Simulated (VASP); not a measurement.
Here is a VASP 6.6.1 calculation.

File INCAR:

```
SYSTEM = Si5PdW2
PREC = Accurate ; ENCUT = 500
EDIFF = 1E-6 ; ISMEAR = 0
SIGMA = 0.2 ; LREAL = .False.
LASPH = .True. ; NELM = 120
ALGO = Normal ; ISIF = 2
LWAVE = .False. ; LCHARG = .False.
GGA = PE ; NBANDS = 39
GGA_COMPAT = .False.
```

File KPOINTS:

```
Automatic mesh
0
Gamma
  4 4 2
  0 0 0
```

Contents of POSCAR:

```
Si5PdW2
1.0
    2.8768421054     -2.9021533041      0.0000000000
    2.8768421054      2.9021533041      0.0000000000
    0.0000000000      0.0000000000     10.6922936589
Si Pd W
5 1 2
Direct
    0.0000000000      0.5000000000      0.1563041464
    0.5000000000      0.0000000000      0.8436958536
    0.0000000000      0.5000000000      0.8436958536
    0.5000000000      0.0000000000      0.1563041464
    0.0000000000      0.0000000000      0.5000000000
    0.0000000000      0.0000000000      0.0000000000
    0.0000000000      0.0000000000      0.7277781090
    0.0000000000      0.0000000000      0.2722218910
```

Potentials or basis: VASP PAW PBE potentials, release 64 (Si, Pd, W_sv).

The run is started by

```sh
$ cat potpaw_PBE.64/Si/POTCAR potpaw_PBE.64/Pd/POTCAR potpaw_PBE.64/W_sv/POTCAR > POTCAR
$ mpirun -np 1 vasp_std > vasp.out
```

Q: What does it give for the pressure?

A: 0.1 GPa.

Q: Estimate the band gap on the k mesh.

A: Zero (bands 29 and 30 overlap by 1.23 eV).

Q: Predict the largest force.

A: 0.016 eV/Å.

Stress tensor (GPa, compression positive):
```
 0.11  0.00  0.00
 0.00 -0.05  0.00
 0.00  0.00  0.22
```

Caveat: the k points lie up to 0.38 Å⁻¹ apart, too coarse for converged energies and pressures of a metal; spin-orbit coupling is left out, which moves the levels of the heavy elements.
